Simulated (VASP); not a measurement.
# Tb (Fd-3m) in VASP: single point with PBEsol

Aim: the single point of Tb with PBEsol.

Program: VASP 6.6.1. These are calculated values, not measurements. Logs are shortened: lines on timing, memory, paths and dates and some standing lists are left out, and cuts for length are marked.

## (1) The cell of the first run

Symmetry: Fd-3m, No. 227, cubic system. Conventional cell: a = 5.483 Å, b = 5.483 Å, c = 5.483 Å, α = 90.00°, β = 90.00°, γ = 90.00°. Within 3.1 Å of Tb (site symmetry -43m) lie 4 Tb at 2.37 Å.

## (2) Single point, PBEsol

INCAR reads:

```
SYSTEM = Tb
ALGO = Normal
EDIFF = 1E-7
ENCUT = 520
GGA = PS
ISIF = 2
ISMEAR = -1
LASPH = .TRUE.
LCHARG = .FALSE.
LREAL = .FALSE.
LWAVE = .FALSE.
NBANDS = 26
NELM = 80
PREC = Accurate
SIGMA = 0.13605693000000002
```

KPOINTS reads:

```
k-points
0
G
  8 8 8
  0 0 0
```

POSCAR reads:

```
Tb
1.0
    0.0000000000      2.7416052540      2.7416052540
    2.7416052540      0.0000000000      2.7416052540
    2.7416052540      2.7416052540      0.0000000000
Tb
2
Direct
    0.0000000000      0.0000000000      0.0000000000
    0.2500000000      0.2500000000      0.2500000000
```

Potentials or basis: VASP PAW PBE potentials, release 64 (Tb).

Run with:

```bash
cat potpaw_PBE.64/Tb/POTCAR > POTCAR
mpirun -np 1 vasp_std > vasp.out
```

OUTCAR:

```text
SYSTEM = Tb
   EDIFF = 1E-7
   ENCUT = 520
   GGA = PS
   ISIF = 2
   ISMEAR = -1
   LASPH = .TRUE.
   LREAL = .FALSE.
   NELM = 80
   PREC = Accurate

 ion  position               nearest neighbor table
   1  0.000  0.000  0.000-   2 2.37   2 2.37   2 2.37   2 2.37
   2  0.250  0.250  0.250-   1 2.37   1 2.37   1 2.37   1 2.37

  LATTYP: Found a face centered cubic cell.
 ALAT       =     5.4832105080

  Lattice vectors:

 A1 = (   0.0000000000,   2.7416052540,   2.7416052540)
 A2 = (   2.7416052540,   0.0000000000,   2.7416052540)
 A3 = (   2.7416052540,   2.7416052540,   0.0000000000)

Analysis of symmetry for initial positions (statically):
=====================================================================
 Subroutine PRICEL returns:
 Original cell was already a primitive cell.

 Routine SETGRP: Setting up the symmetry group for a
 face centered cubic supercell.

 Subroutine GETGRP returns: Found 48 space group operations
 (whereof 24 operations were pure point group operations)
 out of a pool of 48 trial point group operations.

The static configuration has the point symmetry T_d .
 The point group associated with its full space group is O_h .

Analysis of symmetry for dynamics (positions and initial velocities):
=====================================================================
 Subroutine PRICEL returns:
 Original cell was already a primitive cell.

 Routine SETGRP: Setting up the symmetry group for a
 face centered cubic supercell.

 Subroutine GETGRP returns: Found 48 space group operations
 (whereof 24 operations were pure point group operations)
 out of a pool of 48 trial point group operations.

The dynamic configuration has the point symmetry T_d .
 The point group associated with its full space group is O_h .

 Subroutine INISYM returns: Found 48 space group operations
 (whereof 24 operations are pure point group operations),
 and found     1 'primitive' translations

----------------------------------------------------------------------------------------

                                     Primitive cell

  volume of cell :      41.2140

  direct lattice vectors                    reciprocal lattice vectors
     0.000000000  2.741605254  2.741605254    -0.182374906  0.182374906  0.182374906
     2.741605254  0.000000000  2.741605254     0.182374906 -0.182374906  0.182374906
     2.741605254  2.741605254  0.000000000     0.182374906  0.182374906 -0.182374906

  length of vectors
     3.877215333  3.877215333  3.877215333     0.315882603  0.315882603  0.315882603

[... 73 lines left out ...]
   ICHARG =      2    charge: 1-file 2-atom 10-const
   ISPIN  =      1    spin polarized calculation?
   LNONCOLLINEAR =      F non collinear calculations
   LSORBIT =      F    spin-orbit coupling
   LASPH  =      T    aspherical Exc in radial PAW
   ENCUT  =  520.0 eV  38.22 Ry    6.18 a.u.   7.21  7.21  7.21*2*pi/ulx,y,z
   NELM   =     80;   NELMIN=  2; NELMDL= -5     # of ELM steps
   EDIFF  = 0.1E-06   stopping-criterion for ELM
   LREAL  =      F    real-space projection
   EDIFFG = 0.1E-05   stopping-criterion for IOM
   NSW    =      0    number of steps for IOM
   IBRION =     -1    ionic relax: 0-MD 1-quasi-New 2-CG
   NFREE  =      0    steps in history (QN), initial steepest desc. (CG)
   ISIF   =      2    stress and relaxation
   ISYM   =      2    0-nonsym 1-usesym 2-fastsym
   POTIM  = 0.5000    time-step for ionic-motion
   TEBEG  =    0.0;   TEEND  =   0.0 temperature during run
   PSTRESS=    0.0 pullay stress
   NELECT =      38.0000    total number of electrons
   NUPDOWN=      -1.0000    fix difference up-down
   EMIN   =  10.00;   EMAX   =-10.00  energy-range for DOS
   EFERMI =   0.00;   METHOD = LEGACY
   ISMEAR =    -1;   SIGMA  =   0.14  broadening in eV -4-tet -1-fermi 0-gaus
   EFERMI_NEDOS =   21; number of points for ismear=-14 and -15
   IALGO  =     38    algorithm
   IMIX   =      4    mixing-type and parameters
     AMIX     =   0.40;   BMIX     =  1.00
     AMIX_MAG =   1.60;   BMIX_MAG =  1.00
  volume/ion in A,a.u.               =      20.61       139.06
  Fermi-wavevector in a.u.,A,eV,Ry     =   1.593386  3.011064 34.543563  2.538880
  Thomas-Fermi vector in A             =   2.691624
   LORBIT       =      0    0 simple, 1 ext, 2 COOP (PROOUT), +10 PAW based schemes
   GGA     = PS    functional components
   LHFCALC =     F    Hartree Fock is set to
   AEXX    =    0.0000 exact exchange contribution
   IVDW    =     0    specifies the selected vdW correction
   LEPSILON=     F    determine dielectric tensor
   LRPA    =     F    only Hartree local field effects (RPA)
 non-spin polarized calculation
  energy-cutoff  :      520.00
  volume of cell :       41.21
 maximum number of plane-waves:      1124
 NGX is ok and might be reduce to    30
   NGX = 15   NGY = 15   NGZ = 15

 number of electron      37.9999982 magnetization

 Free energy of the ion-electron system (eV)
  ---------------------------------------------------
  ext. energy  EPLUGINS =         0.00000000
  ---------------------------------------------------
  free energy    TOTEN  =        -9.93248796 eV

  energy without entropy =       -8.86602717  energy(sigma->0) =       -9.39925757

 E-fermi :   3.7895     XC(G=0): -12.1798

 val. band max:        3.7866925743   @ k =   0.5000   0.3750   0.0000
 cond. band min:       3.7898872406   @ k =   0.5000   0.5000   0.0000
 fundamental gap:      0.0031946662
 Fermi energy:         3.7895026523

 k-point     1 :       0.0000    0.0000    0.0000
  band No.  band energies     occupation
      1     -41.0603      2.00000
      2     -38.0591      2.00000
      3     -18.7466      2.00000
      4     -18.7466      2.00000
      5     -18.7466      2.00000
      6     -15.3619      2.00000
[... 685 lines left out ...]
     25       5.4475      0.00001
     26       6.5331      0.00000

 [... further k-points ...]
[... 5 lines left out ...]
  --------------------------------------------------------------------------------------
  -------------------------------------------------------------------------------------
  Total        0.4763857      0.4763857      0.4763857      0.0000000     -0.0000000      0.0000000
  in kB       18.5192971     18.5192971     18.5192971      0.0000000     -0.0000000      0.0000000
  external PRESSURE =      18.5192971 kB  Pullay stress =       0.0000000 kB

 VOLUME and BASIS-vectors are now :
 -----------------------------------------------------------------------------
  energy-cutoff  :      520.00
  volume of cell :       41.21
      direct lattice vectors                 reciprocal lattice vectors
     0.000000000  2.741605254  2.741605254    -0.182374906  0.182374906  0.182374906
     2.741605254  0.000000000  2.741605254     0.182374906 -0.182374906  0.182374906
     2.741605254  2.741605254  0.000000000     0.182374906  0.182374906 -0.182374906

 POSITION                                       TOTAL-FORCE (eV/Angst)
 -----------------------------------------------------------------------------------
      0.00000      0.00000      0.00000        -0.000000     -0.000000     -0.000000
      1.37080      1.37080      1.37080         0.000000      0.000000      0.000000
 -----------------------------------------------------------------------------------
    total drift:                                0.000000     -0.000000      0.000000

  FREE ENERGIE OF THE ION-ELECTRON SYSTEM (eV)
  ---------------------------------------------------
  free  energy   TOTEN  =        -9.9324879641 eV

  energy  without entropy=       -8.8660271734  energy(sigma->0) =       -9.39925757
```

Run time: 2.9 min. Hardware: 1 thread of Intel Xeon 6975P-C, shared host; peak memory 0.19 GiB.

What came out:

```yaml
Free_energy: -9.9325 eV
Pressure: 1.9 GPa
Band_gap_on_the_k_mesh: zero (band 19 reaches 3.97 eV, above the bottom of band 20 at 3.63 eV)
```

Levels at points of the mesh, in eV from the Fermi level:
```
           k point  band 15  band 16  band 17  band 18  band 19  band 20  band 21  band 22  band 23  band 24
(0.00, 0.00, 0.00)    -0.62    -0.62    -0.06    -0.06     0.18     0.18     0.18     0.34     0.36     0.36
(0.50, 0.00, 0.00)    -0.66    -0.42     0.01     0.01     0.10     0.10     0.26     0.33     1.01     1.01
(0.50, 0.50, 0.00)    -0.57    -0.57    -0.33    -0.33     0.00     0.00     0.26     0.26     0.34     0.34
```

Caveat: the PAW data sets were made with another functional, which shifts forces and pressure a little; spin-orbit coupling is left out, which moves the levels of the heavy elements. Spin polarisation is off, so any magnetic state and its effect on volume and gap are missing.
